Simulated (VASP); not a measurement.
Crystal: TiMoSe4.

```
CELL_PARAMETERS angstrom
4.42890 0.00000 0.00000
0.00000 4.42890 0.00000
0.00000 0.00000 8.65704
ATOMIC_POSITIONS crystal
Ti 0.50000 0.50000 0.50000
Mo 0.00000 0.00000 0.50000
Se 0.50000 0.50000 0.28387
Se 0.50000 0.50000 0.71613
Se 0.00000 0.00000 0.20967
Se 0.00000 0.00000 0.79033
```

The cell was generated, and may not be a known phase.

```yaml
Program: VASP 6.6.1
Task: relaxation of cell and atoms
Functional: PBE
Potentials_or_basis: VASP PAW PBE potentials, release 64 (Ti_sv, Mo_sv, Se)
Cutoff: 600 eV
k_mesh: 4 × 4 × 2
Occupations: gaussian, width 0.1 eV
Spin: collinear spin
Starting_moments: "[1.0, 1.0, 0.0, 0.0, 0.0, 0.0] μB"
```

At the start: pressure 12.8 GPa; volume 28.30 Å³/atom.

**Question.** How do energy, volume and symmetry change on relaxing?

**Answer.** Over 17 steps the energy falls by 1319.5 meV/atom and the volume is 23.61 Å³/atom (-16.6 %); space group P4/mmm (No. 123, to 0.1 Å) before and after; moment 0.00 μB per cell.

The path:
| step | energy change (eV) | largest force (eV/Å) | pressure (GPa) | volume (Å³) |
| --- | --- | --- | --- | --- |
| 1 | 0.0000 | 14.9891 | 12.79 | 169.81 |
| 2 | -2.0616 | 1.1599 | -11.30 | 220.96 |
| 3 | -2.7655 | 1.2868 | -11.73 | 214.45 |
| 4 | -3.4550 | 1.4647 | -11.86 | 208.37 |
| 5 | -5.2647 | 1.9147 | -9.91 | 189.68 |
| 6 | -5.3896 | 1.9598 | -4.74 | 179.90 |
| 7 | -5.4837 | 1.9725 | -7.82 | 184.50 |
| 8 | -5.4931 | 1.9717 | -7.17 | 183.34 |
| 9 | -7.0454 | 1.3887 | -3.58 | 156.65 |
| 10 | -7.5101 | 1.6511 | 3.08 | 139.27 |
| 11 | -7.6937 | 0.3190 | 4.78 | 134.22 |
| 12 | -7.8176 | 0.5599 | 3.29 | 136.18 |
| 13 | -7.8701 | 0.4825 | -1.88 | 144.57 |
| 14 | -7.8845 | 0.3765 | -0.36 | 141.81 |
| 15 | -7.9004 | 0.2287 | -0.23 | 141.75 |
| 16 | -7.9091 | 0.1828 | 0.02 | 141.66 |
| 17 | -7.9170 | 0.0161 | -0.04 | 141.66 |

Final structure:
```
CELL_PARAMETERS angstrom
3.85453 0.00000 0.00000
0.00000 3.85453 0.00000
0.00000 0.00000 9.53486
ATOMIC_POSITIONS crystal
Ti 0.50000 0.50000 0.50000
Mo 0.00000 0.00000 0.50000
Se 0.50000 0.50000 0.22002
Se 0.50000 0.50000 0.77998
Se 0.00000 0.00000 0.23800
Se 0.00000 0.00000 0.76200
```

Caveat: the k points lie up to 0.41 Å⁻¹ apart in the final cell, too coarse for converged energies and pressures of a metal; the volume moved by over 15 % at a fixed basis, so the end points are rough; this functional lacks dispersion, which binds layers or chains, so the pressure and a relaxed spacing across them are unreliable.
